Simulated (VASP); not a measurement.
Runs of VASP 6.6.1 on Ni. The structure is that of space group Fm-3m (No. 225), or close to it. The cells are those of the table. 

| task | spin | cell | k mesh | cutoff (eV) | smearing | gap on the mesh (eV) | pressure (GPa) | moment (μB) | relaxed volume (Å³/atom) |
| --- | --- | --- | --- | --- | --- | --- | --- | --- | --- |
| single point | off | a = 2.440 Å, angles 60.0°, 1 atom | 25 × 25 × 25 | 520 | fermi-dirac 0.1 eV | none | 18.6 | - | - |
| single point | off | a = 2.574 Å, angles 60.0°, 1 atom | 25 × 25 × 25 | 520 | fermi-dirac 0.1 eV | none | (a) | - | - |
| single point | collinear, ferromagnetic start | a = 2.609 Å, angles 60.0°, 1 atom | 25 × 25 × 25 | 520 | fermi-dirac 0.05 eV | none | (c) | 0.68 | - |
| single point | collinear, ferromagnetic start | a = 2.546 Å, angles 60.0°, 1 atom | 25 × 25 × 25 | 520 | fermi-dirac 0.05 eV | none | -6.2 | 0.65 | - |
| single point | collinear, ferromagnetic start | a = 2.513 Å, angles 60.0°, 1 atom | 15 × 15 × 15 | 520 | fermi-dirac 0.05 eV | none | 0.3 | 0.65 | - |
| single point | off | a = 2.606 Å, angles 60.0°, 1 atom | 25 × 25 × 25 | 520 | fermi-dirac 0.1 eV | none | -15.1 | - | - |
| single point | off | a = 2.509 Å, angles 60.0°, 1 atom | 15 × 15 × 15 | 520 | fermi-dirac 0.1 eV | none | 0.2 | - | - |
| single point | off | a = 2.475 Å, angles 60.0°, 1 atom | 25 × 25 × 25 | 520 | fermi-dirac 0.1 eV | none | 8.4 | - | - |
| relaxation of cell and atoms | off | relaxed from a = 2.492 Å, angles 60.0°, 1 atom | 15 × 15 × 15 | 600 | fermi-dirac 0.1 eV | none | 0.0 | - | 11.18 |
| single point | collinear, ferromagnetic start | a = 2.513 Å, angles 60.0°, 1 atom | 25 × 25 × 25 | 520 | fermi-dirac 0.05 eV | none | 0.1 | 0.63 | - |
| single point | non-collinear, zero start, SOC | a = 2.509 Å, angles 60.0°, 1 atom | 15 × 15 × 15 | 520 | fermi-dirac 0.1 eV | - | 0.3 | (b) | - |
| relaxation of cell and atoms | collinear, ferromagnetic start | relaxed from a = 2.492 Å, angles 60.0°, 1 atom | 15 × 15 × 15 | 600 | fermi-dirac 0.05 eV | none | 0.0 | 0.65 | 11.22 |

Alike in all rows: level RPBE; potentials or basis VASP PAW PBE potentials, release 64 (Ni).

Question: Estimate the missing entries.

Answer: (a) -11.1; (b) 0.00; (c) -14.8.

Caveats: the PAW data sets were made with another functional, which shifts forces and pressure a little.

A gap of «none» marks levels without a gap at the run's occupations.
